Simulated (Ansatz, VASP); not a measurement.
**HfN: VASP beside Ansatz**

File INCAR:

```
SYSTEM = HfN
PREC = Accurate ; ENCUT = 520
EDIFF = 1E-6 ; ISMEAR = -1
SIGMA = 0.05 ; LREAL = .FALSE.
LASPH = .TRUE. ; NELM = 60
ALGO = Normal ; ISIF = 2
LWAVE = .FALSE. ; LCHARG = .FALSE.
GGA = PE ; NBANDS = 14
```

File KPOINTS:

```
regular mesh
0
G
  16 16 16
  0 0 0
```

POSCAR

```
HfN
1.0
    0.0000000000      2.2672247310      2.2333015231
    2.2672247310      0.0000000000      2.2333015231
    2.2672247310      2.2672247310      0.0000000000
Hf N
1 1
Direct
    0.0000000000      0.0000000000      0.0000000000
    0.5000000000      0.5000000000      0.5000000000
```

Input for Ansatz:

```yaml
crystal:
  lattice:
    - [0.0, 2.267224731, 2.2333015231]
    - [2.267224731, 0.0, 2.2333015231]
    - [2.267224731, 2.267224731, 0.0]
  atoms:
    - { symbol: Hf, position: [0.0, 0.0, 0.0] }
    - { symbol: "N", position: [0.5, 0.5, 0.5] }
kpoints:
  mp_grid: { grid: [16, 16, 16] }
scf:
  occupations: { method: fermi_dirac, width: 0.05 }
hamiltonian:
  xc: pbe
  pseudopotentials: { kind: all_electron, lapw: { basis_error: 0.0005 } }
output:
  forces: true
  stress: true
  eigenvalues: true
```

Change from the starting cell: z stretched by -1 % at fixed volume.

Alike in both runs: task single point; functional PBE; k mesh 16 × 16 × 16; occupations fermi-dirac, width 0.05 eV; no spin polarisation.

|  | VASP | Ansatz |
| --- | --- | --- |
| version | VASP 6.6.1 | Ansatz 0.2.0 |
| potentials or method | VASP PAW PBE potentials, release 64 (Hf_pv, N), cutoff 520 eV | all-electron LAPW, scalar-relativistic |

VASP gave:

```
pressure (GPa)                                                : 4.4
traceless stress, the component that is largest in VASP (GPa) : 5.34
```

What did Ansatz give for the same quantities?

Pressure (GPa): 6.8; traceless stress, the component that is largest in VASP (GPa): 5.37.

Ansatz ran all-electron here, and VASP with PAW potentials.

Spin-orbit coupling is off throughout.
